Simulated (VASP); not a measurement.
Write the native input for VASP 6.6.1 that does the following.

- Task: single point
- Functional: HSE06
- Potentials or basis: VASP PAW PBE potentials, release 64 (Ti_sv, C)
- Cutoff: 520 eV
- k mesh: 6 × 6 × 6
- Occupations: fermi-dirac, width 0.05 eV
- Spin: no spin polarisation
- Dipole correction: no
- Grid for exact exchange (PRECFOCK): Normal
- Further INCAR settings: ALGO = Normal; EDIFF = 1e-07; NBANDS = 15
- Share of exact exchange: 0.25
- Screening parameter: 0.2079 1/Å

TiC:

```
CELL_PARAMETERS angstrom
0.00000 2.19422 2.19422
2.19422 0.00000 2.19422
2.19422 2.19422 0.00000
ATOMIC_POSITIONS crystal
Ti 0.00000 0.00000 0.00000
C 0.50000 0.50000 0.50000
```

These files were run (other wordings do the same):

POSCAR

```
TiC
1.0
    0.0000000000      2.1942184125      2.1942184125
    2.1942184125      0.0000000000      2.1942184125
    2.1942184125      2.1942184125      0.0000000000
Ti C
1 1
Direct
    0.0000000000      0.0000000000      0.0000000000
    0.5000000000      0.5000000000      0.5000000000
```

INCAR.step1

```
SYSTEM = TiC
PREC = Accurate
ENCUT = 520
EDIFF = 1E-5
ISMEAR = -1
SIGMA = 0.05
LREAL = .False.
LASPH = .True.
NELM = 60
ALGO = Normal
ISIF = 2
LWAVE = .True.
LCHARG = .False.
NBANDS = 15
GGA = PE
```

INCAR.step2

```
SYSTEM = TiC
PREC = Accurate
ENCUT = 520
EDIFF = 1E-7
ISMEAR = -1
SIGMA = 0.05
LREAL = .False.
LASPH = .True.
NELM = 60
ALGO = Normal
ISIF = 2
LWAVE = .False.
LCHARG = .False.
GGA = PE
LHFCALC = .True.
HFSCREEN = 0.2079
PRECFOCK = Normal
NBANDS = 15
ISTART = 1
```

KPOINTS

```
Automatic mesh
0
Gamma
  6 6 6
  0 0 0
```

Potentials or basis: VASP PAW PBE potentials, release 64 (Ti_sv, C).

The run is started by

```console
$ cat potpaw_PBE.64/Ti_sv/POTCAR potpaw_PBE.64/C/POTCAR > POTCAR
$ cp INCAR.step1 INCAR
$ mpirun -np 1 vasp_std > vasp.out
$ cp INCAR.step2 INCAR
$ mpirun -np 1 vasp_std > vasp.out
```

Results of the run:

```
Pressure               : -13.9 GPa
Band gap on the k mesh : zero (bands 8 and 9 overlap by 1.80 eV)
```

Caveat: the k points lie up to 0.41 Å⁻¹ apart, too coarse for converged energies and pressures of a metal; the PAW data sets were made with another functional, which shifts forces and pressure a little.

It took 60 min on 1 thread of Intel(R) Xeon(R) Platinum 8375C CPU @ 2.90GHz (Ice Lake) (shared host), peak memory 0.25 GiB.
